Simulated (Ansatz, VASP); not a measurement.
## InAs: VASP beside Ansatz

The input INCAR:

```
SYSTEM = InAs
PREC = Accurate
ENCUT = 400
EDIFF = 1E-8
ISMEAR = -1
SIGMA = 0.02
LREAL = .FALSE.
LASPH = .TRUE.
NELM = 120
ALGO = Normal
ISIF = 2
LWAVE = .FALSE.
LCHARG = .FALSE.
GGA = PE
LEFG = .TRUE.
NBANDS = 16
GGA_COMPAT = .FALSE.
```

KPOINTS

```
Automatic mesh
0
G
  12 12 12
  0 0 0
```

POSCAR

```
InAs
1.0
    0.0000000000      3.0290000000      3.0290000000
    3.0290000000      0.0000000000      3.0290000000
    3.0290000000      3.0290000000      0.0000000000
In As
1 1
Direct
    0.0000000000      0.0000000000      0.0000000000
    0.2500000000      0.2500000000      0.2500000000
```

Input for Ansatz:

```yaml
crystal:
  lattice:
    - [0.0, 3.029, 3.029]
    - [3.029, 0.0, 3.029]
    - [3.029, 3.029, 0.0]
  atoms:
    - { symbol: In, position: [0.0, 0.0, 0.0] }
    - { symbol: As, position: [0.25, 0.25, 0.25] }
kpoints:
  mp_grid: { grid: [12, 12, 12] }
scf:
  occupations: { method: fermi_dirac, width: 0.02 }
hamiltonian:
  xc: pbe
  pseudopotentials: { kind: paw, frozen_core: stored }
output:
  forces: true
  stress: true
  populations: true
  efg: { quadrupole_moments_barn: { In: 0.772, As: 0.311 } }
  write_density: true
  write_potential: true
  elf: true
  volumetric_format: npy
```

Alike in both runs: task electric field gradients; functional PBE; k mesh 12 × 12 × 12; occupations fermi-dirac, width 0.02 eV; no spin polarisation.

|  | VASP | Ansatz |
| --- | --- | --- |
| version | VASP 6.6.1 | Ansatz 0.2.0 |
| potentials or method | VASP PAW PBE potentials, release 64 (In_d, As) | plane-wave PAW, scalar-relativistic |
| plane-wave cutoff (eV) | 400 | 420 |
| valence electrons in the cell | 18 | 28 |

```csv
,VASP,Ansatz,Ansatz less VASP
pressure (GPa),3.6,3.5,-0.04
```

VASP's potentials hold 18 valence electrons a cell and Ansatz's 28, so a difference there can come from the potentials and not from the codes.
